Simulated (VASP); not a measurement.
# NaCl (Pm-3m) in VASP: further runs

Aim: see how the results for NaCl move with the level of theory and the settings. Levels: r2SCAN, HSE06. Tasks: single point.

Everything below comes from runs of VASP 6.6.1. Logs are shortened: lines on timing, memory, paths and dates and some standing lists are left out, and cuts for length are marked.

## Step 1: The cell of the first run

It takes space group Pm-3m (No. 221, cubic). The conventional cell has a = 3.460 Å, b = 3.460 Å, c = 3.460 Å, α = 90.00°, β = 90.00°, γ = 90.00°. Within 3.9 Å of Na (site symmetry m-3m) lie 8 Cl at 3.00 Å and 6 Na at 3.46 Å. Cl (site symmetry m-3m) has 8 Na at 3.00 Å and 6 Cl at 3.46 Å within 3.9 Å.

## Step 2: Single point, r2SCAN

POSCAR

```
NaCl
1.0
    3.4595458649      0.0000000000      0.0000000000
    0.0000000000      3.4595458649      0.0000000000
    0.0000000000      0.0000000000      3.4595458649
Na Cl
1 1
Direct
    0.0000000000      0.0000000000      0.0000000000
    0.5000000000      0.5000000000      0.5000000000
```

INCAR.step1

```
PREC     = Accurate       # precision mode
ENCUT    = 520            # plane-wave cutoff, eV
ISMEAR   = 1              # smearing method
SIGMA    = 0.05           # smearing width, eV
LREAL    = False          # projectors in reciprocal space
LASPH    = True           # aspherical terms in the spheres
NELM     = 60             # most SCF steps
NBANDS   = 14             # bands
GGA      = PE             # functional
ALGO     = Normal         # electronic algorithm
EDIFF    = 1E-4           # SCF threshold, eV
LWAVE    = True           # write WAVECAR
LCHARG   = False          # write CHGCAR
```

INCAR.step2

```
PREC     = Accurate       # precision mode
ENCUT    = 520            # plane-wave cutoff, eV
EDIFF    = 1E-6           # SCF threshold, eV
ISMEAR   = 1              # smearing method
SIGMA    = 0.05           # smearing width, eV
LREAL    = False          # projectors in reciprocal space
LASPH    = True           # aspherical terms in the spheres
NELM     = 60             # most SCF steps
ALGO     = Normal         # electronic algorithm
ISIF     = 2              # what is computed and relaxed
LWAVE    = False          # write WAVECAR
LCHARG   = False          # write CHGCAR
METAGGA  = R2SCAN         # meta-GGA
LMIXTAU  = True         
NBANDS   = 14             # bands
ISTART   = 1
```

KPOINTS

```
Automatic mesh
0
Gamma
  6 6 6
```

Potentials or basis: VASP PAW PBE potentials, release 64 (Na_pv, Cl).

Run with:

```
> cat potpaw_PBE.64/Na_pv/POTCAR potpaw_PBE.64/Cl/POTCAR > POTCAR
> cp INCAR.step1 INCAR
> mpirun -np 1 vasp_std > vasp.out
> cp INCAR.step2 INCAR
> mpirun -np 1 vasp_std > vasp.out
```

OUTCAR:

```text
PREC = Accurate
   ENCUT = 520
   EDIFF = 1E-6
   ISMEAR = 1
   LREAL = False
   LASPH = True
   NELM = 60
   ISIF = 2
   METAGGA = R2SCAN
   ISTART = 1

 ion  position               nearest neighbor table
   1  0.000  0.000  0.000-
   2  0.500  0.500  0.500-

  LATTYP: Found a simple cubic cell.
 ALAT       =     3.4595458649

  Lattice vectors:

 A1 = (   3.4595458649,   0.0000000000,   0.0000000000)
 A2 = (   0.0000000000,   3.4595458649,   0.0000000000)
 A3 = (   0.0000000000,   0.0000000000,   3.4595458649)

Analysis of symmetry for initial positions (statically):
=====================================================================
 Subroutine PRICEL returns:
 Original cell was already a primitive cell.

 Routine SETGRP: Setting up the symmetry group for a
 simple cubic supercell.

 Subroutine GETGRP returns: Found 48 space group operations
 (whereof 48 operations were pure point group operations)
 out of a pool of 48 trial point group operations.

The static configuration has the point symmetry O_h .

Analysis of symmetry for dynamics (positions and initial velocities):
=====================================================================
 Subroutine PRICEL returns:
 Original cell was already a primitive cell.

 Routine SETGRP: Setting up the symmetry group for a
 simple cubic supercell.

 Subroutine GETGRP returns: Found 48 space group operations
 (whereof 48 operations were pure point group operations)
 out of a pool of 48 trial point group operations.

The dynamic configuration has the point symmetry O_h .

 Subroutine INISYM returns: Found 48 space group operations
 (whereof 48 operations are pure point group operations),
 and found     1 'primitive' translations

----------------------------------------------------------------------------------------

                                     Primitive cell

  volume of cell :      41.4054

  direct lattice vectors                    reciprocal lattice vectors
     3.459545865  0.000000000  0.000000000     0.289055280  0.000000000  0.000000000
     0.000000000  3.459545865  0.000000000     0.000000000  0.289055280  0.000000000
     0.000000000  0.000000000  3.459545865     0.000000000  0.000000000  0.289055280

  length of vectors
     3.459545865  3.459545865  3.459545865     0.289055280  0.289055280  0.289055280

  position of ions in fractional coordinates (direct lattice)
     0.000000000  0.000000000  0.000000000
     0.500000000  0.500000000  0.500000000

  ion indices of the primitive-cell ions
   primitive index   ion index
                 1           1
                 2           2

----------------------------------------------------------------------------------------

 KPOINTS: Automatic mesh

Automatic generation of k-mesh.
 Grid dimensions read from file:
 generate k-points for:    6    6    6

 Generating k-lattice:

  Cartesian coordinates                     Fractional coordinates (reciprocal lattice)
     0.048175880  0.000000000  0.000000000     0.166666667  0.000000000  0.000000000
     0.000000000  0.048175880  0.000000000     0.000000000  0.166666667  0.000000000
     0.000000000  0.000000000  0.048175880     0.000000000  0.000000000  0.166666667

  Length of vectors
     0.048175880  0.048175880  0.048175880

  Shift w.r.t. Gamma in fractional coordinates (k-lattice)
     0.000000000  0.000000000  0.000000000

 Subroutine IBZKPT returns following result:
 ===========================================

 Found     20 irreducible k-points:

 Following reciprocal coordinates:
            Coordinates               Weight
  0.000000  0.000000  0.000000      1.000000
  0.166667  0.000000  0.000000      6.000000
  0.333333  0.000000  0.000000      6.000000
  0.500000  0.000000  0.000000      3.000000
  0.166667  0.166667  0.000000     12.000000
  0.333333  0.166667  0.000000     24.000000
[... 12 lines left out ...]
  0.500000  0.500000  0.333333      6.000000
  0.500000  0.500000  0.500000      1.000000
   k-points           NKPTS =     20   k-points in BZ     NKDIM =     20   number of bands    NBANDS=     14
   number of dos      NEDOS =    301   number of ions     NIONS =      2
   total plane-waves  NPLWV =  21952
   dimension x,y,z NGX =    28 NGY =   28 NGZ =   28
   dimension x,y,z NGXF=    56 NGYF=   56 NGZF=   56
   ions per type =               1   1
   NGX,Y,Z   is equivalent  to a cutoff of  13.46, 13.46, 13.46 a.u.
   NGXF,Y,Z  is equivalent  to a cutoff of  26.91, 26.91, 26.91 a.u.
 SYSTEM =  unknown system
   PREC   = accura    normal or accurate (medium, high low for compatibility)
   ISTART =      1    job   : 0-new  1-cont  2-samecut
   ICHARG =      0    charge: 1-file 2-atom 10-const
   ISPIN  =      1    spin polarized calculation?
   LNONCOLLINEAR =      F non collinear calculations
   LSORBIT =      F    spin-orbit coupling
   LASPH  =      T    aspherical Exc in radial PAW
   ENCUT  =  520.0 eV  38.22 Ry    6.18 a.u.   6.43  6.43  6.43*2*pi/ulx,y,z
   NELM   =     60;   NELMIN=  2; NELMDL=  0     # of ELM steps
   EDIFF  = 0.1E-05   stopping-criterion for ELM
   LREAL  =      F    real-space projection
   EDIFFG = 0.1E-04   stopping-criterion for IOM
   NSW    =      0    number of steps for IOM
   IBRION =     -1    ionic relax: 0-MD 1-quasi-New 2-CG
   NFREE  =      0    steps in history (QN), initial steepest desc. (CG)
   ISIF   =      2    stress and relaxation
   ISYM   =      2    0-nonsym 1-usesym 2-fastsym
   POTIM  = 0.5000    time-step for ionic-motion
   TEBEG  =    0.0;   TEEND  =   0.0 temperature during run
   PSTRESS=    0.0 pullay stress
   NELECT =      14.0000    total number of electrons
   NUPDOWN=      -1.0000    fix difference up-down
   EMIN   =  10.00;   EMAX   =-10.00  energy-range for DOS
   EFERMI =   0.00;   METHOD = LEGACY
   ISMEAR =     1;   SIGMA  =   0.05  broadening in eV -4-tet -1-fermi 0-gaus
   EFERMI_NEDOS =   21; number of points for ismear=-14 and -15
   IALGO  =     38    algorithm
   IMIX   =      4    mixing-type and parameters
     AMIX     =   0.40;   BMIX     =  1.00
     AMIX_MAG =   1.60;   BMIX_MAG =  1.00
  volume/ion in A,a.u.               =      20.70       139.71
  Fermi-wavevector in a.u.,A,eV,Ry     =   1.140508  2.155248 17.697900  1.300759
  Thomas-Fermi vector in A             =   2.277210
   LORBIT       =      0    0 simple, 1 ext, 2 COOP (PROOUT), +10 PAW based schemes
   METAGGA = R2SCAN    functional components
   LHFCALC =     F    Hartree Fock is set to
   AEXX    =    0.0000 exact exchange contribution
   IVDW    =     0    specifies the selected vdW correction
   LEPSILON=     F    determine dielectric tensor
   LRPA    =     F    only Hartree local field effects (RPA)
 non-spin polarized calculation
 Methfessel and Paxton  Order N= 1 SIGMA  =   0.05
  energy-cutoff  :      520.00
  volume of cell :       41.41
 maximum number of plane-waves:      1141
 NGX is ok and might be reduce to    28
   NGX = 13   NGY = 13   NGZ = 13

 number of electron      13.9999999 magnetization

 Free energy of the ion-electron system (eV)
  ---------------------------------------------------
  ext. energy  EPLUGINS =         0.00000000
  ---------------------------------------------------
  free energy    TOTEN  =       -13.46543494 eV

  energy without entropy =      -13.46550149  energy(sigma->0) =      -13.46545712

 E-fermi :   0.3376     XC(G=0):  -9.0754

 val. band max:        0.2978547699   @ k =   0.5000   0.5000   0.0000
 cond. band min:       5.2484059731   @ k =   0.0000   0.0000   0.0000
 fundamental gap:      4.9505512032
 Fermi energy:         0.3376247003

 k-point     1 :       0.0000    0.0000    0.0000
  band No.  band energies     occupation
      1     -22.4989      2.00000
      2     -22.4989      2.00000
      3     -22.4989      2.00000
      4     -13.7978      2.00000
      5      -0.2383      2.00000
      6      -0.2383      2.00000
      7      -0.2383      2.00000
      8       5.2484      0.00000
      9       9.4371      0.00000
     10       9.4371      0.00000
     11      17.0980      0.00000
     12      17.0980      0.00000
     13      17.0980      0.00000
     14      17.6148      0.00000

 k-point     2 :       0.1667    0.0000    0.0000
  band No.  band energies     occupation
      1     -22.5100      2.00000
      2     -22.4979      2.00000
      3     -22.4979      2.00000
      4     -13.7034      2.00000
      5      -1.0579      2.00000
      6      -0.1783      2.00000
      7      -0.1783      2.00000
      8       5.9767      0.00000
      9       9.7603      0.00000
     10      10.0867      0.00000
     11      15.2183      0.00000
     12      15.2183      0.00000
     13      16.8852      0.00000
     14      17.3192      0.00000

 k-point     3 :       0.3333    0.0000    0.0000
  band No.  band energies     occupation
      1     -22.5321      2.00000
      2     -22.4959      2.00000
      3     -22.4959      2.00000
      4     -13.5032      2.00000
      5      -2.3052      2.00000
      6      -0.0535      2.00000
      7      -0.0535      2.00000
      8       7.2541      0.00000
      9      10.5947      0.00000
     10      10.6741      0.00000
     11      13.6121      0.00000
     12      13.6121      0.00000
     13      15.4933      0.00000
     14      17.4652      0.00000
[... 256 lines left out ...]
 k-point    19 :       0.5000    0.5000    0.3333
  band No.  band energies     occupation
      1     -22.5281      2.00000
      2     -22.5281      2.00000
      3     -22.5178      2.00000
      4     -12.8646      2.00000
      5      -1.8318      2.00000
      6      -1.8318      2.00000
      7      -1.2811      2.00000
      8       7.5625      0.00000
      9       8.7111      0.00000
     10       8.7111      0.00000
     11      14.6596      0.00000
     12      15.3046      0.00000
     13      17.1568      0.00000
     14      17.1568      0.00000

 k-point    20 :       0.5000    0.5000    0.5000
  band No.  band energies     occupation
      1     -22.5266      2.00000
      2     -22.5266      2.00000
      3     -22.5266      2.00000
      4     -12.7822      2.00000
      5      -1.7171      2.00000
      6      -1.7171      2.00000
      7      -1.7171      2.00000
      8       8.0494      0.00000
      9       8.0494      0.00000
     10       8.0494      0.00000
     11      13.5820      0.00000
     12      17.6452      0.00000
     13      17.6452      0.00000
     14      17.6452      0.00000

------------------------ aborting loop because EDIFF is reached ----------------------------------------

  FORCE on cell =-STRESS in cart. coord.  units (eV):
  Direction    XX          YY          ZZ          XY          YZ          ZX
  --------------------------------------------------------------------------------------
  -------------------------------------------------------------------------------------
  Total       -0.0693605     -0.0693605     -0.0693605      0.0000000      0.0000000     -0.0000000
  in kB       -2.6838969     -2.6838969     -2.6838969      0.0000000      0.0000000     -0.0000000
  external PRESSURE =      -2.6838969 kB  Pullay stress =       0.0000000 kB

 VOLUME and BASIS-vectors are now :
 -----------------------------------------------------------------------------
  energy-cutoff  :      520.00
  volume of cell :       41.41
      direct lattice vectors                 reciprocal lattice vectors
     3.459545865  0.000000000  0.000000000     0.289055280  0.000000000  0.000000000
     0.000000000  3.459545865  0.000000000     0.000000000  0.289055280  0.000000000
     0.000000000  0.000000000  3.459545865     0.000000000  0.000000000  0.289055280

 POSITION                                       TOTAL-FORCE (eV/Angst)
 -----------------------------------------------------------------------------------
      0.00000      0.00000      0.00000         0.000000      0.000000      0.000000
      1.72977      1.72977      1.72977         0.000000      0.000000      0.000000
 -----------------------------------------------------------------------------------
    total drift:                               -0.000000      0.000000      0.000000

  FREE ENERGIE OF THE ION-ELECTRON SYSTEM (eV)
  ---------------------------------------------------
  free  energy   TOTEN  =       -13.4654349378 eV

  energy  without entropy=      -13.4655014875  energy(sigma->0) =      -13.46545712
```

Wall time 50 s (1 thread of Intel Xeon Platinum 8259CL at 2.50GHz (Skylake/Cascade Lake), shared host); peak memory 0.15 GiB.

What came out:

```yaml
Free_energy: -13.4654 eV
Pressure: -0.3 GPa
Band_gap_on_the_k_mesh: 4.95 eV, indirect (least direct gap 5.49 eV)
```

Caveat: the PAW data sets were made with another functional, which shifts forces and pressure a little. A k mesh can miss the band edges.

## Step 3: Single point, r2SCAN

POSCAR is that of step 2.

INCAR.step1

```
  ALGO = Normal
  EDIFF = 1E-4
  ENCUT = 520
  GGA = PE
  ISMEAR = 0
  LASPH = True
  LCHARG = False
  LREAL = False
  LWAVE = True
  NBANDS = 14
  NELM = 80
  PREC = Accurate
  SIGMA = 0.2
```

INCAR.step2

```
  ALGO = Normal
  EDIFF = 1E-7
  ENCUT = 520
  ISIF = 2
  ISMEAR = 0
  ISTART = 1
  LASPH = True
  LCHARG = False
  LMIXTAU = True
  LREAL = False
  LWAVE = False
  METAGGA = R2SCAN
  NBANDS = 14
  NELM = 80
  PREC = Accurate
  SIGMA = 0.2
```

KPOINTS

```
k-points
0
Gamma
  6 6 6
```

Potentials or basis: VASP PAW PBE potentials, release 64 (Na_pv, Cl).

Run with:

```
> cat potpaw_PBE.64/Na_pv/POTCAR potpaw_PBE.64/Cl/POTCAR > POTCAR
> cp INCAR.step1 INCAR
> mpirun -np 1 vasp_std > vasp.out
> cp INCAR.step2 INCAR
> mpirun -np 1 vasp_std > vasp.out
```

It took 52 s on 1 thread of Intel Xeon Platinum 8259CL at 2.50GHz (Skylake/Cascade Lake), shared host; peak memory 0.15 GiB.

It converged, with:

```
Free energy            : -13.4655 eV
Pressure               : -0.3 GPa
Band gap on the k mesh : 4.95 eV, indirect (least direct gap 5.49 eV)
```

Levels at points of the mesh, in eV from the valence-band top:
```
           k point  band 4  band 5  band 6  band 7  band 8  band 9  band 10  band 11
(0.00, 0.00, 0.00)  -14.10   -0.54   -0.54   -0.54    4.95    9.14     9.14    16.80
(0.50, 0.00, 0.00)  -13.69   -3.13   -0.29   -0.29    7.82    9.79    11.24    12.73
(0.50, 0.50, 0.00)  -13.39   -2.44   -2.44    0.00    6.24   10.73    12.20    12.20
(0.50, 0.50, 0.50)  -13.08   -2.01   -2.01   -2.01    7.75    7.75     7.75    13.28
```

Caveat: the PAW data sets were made with another functional, which shifts forces and pressure a little.

[end of part 1 of 2]
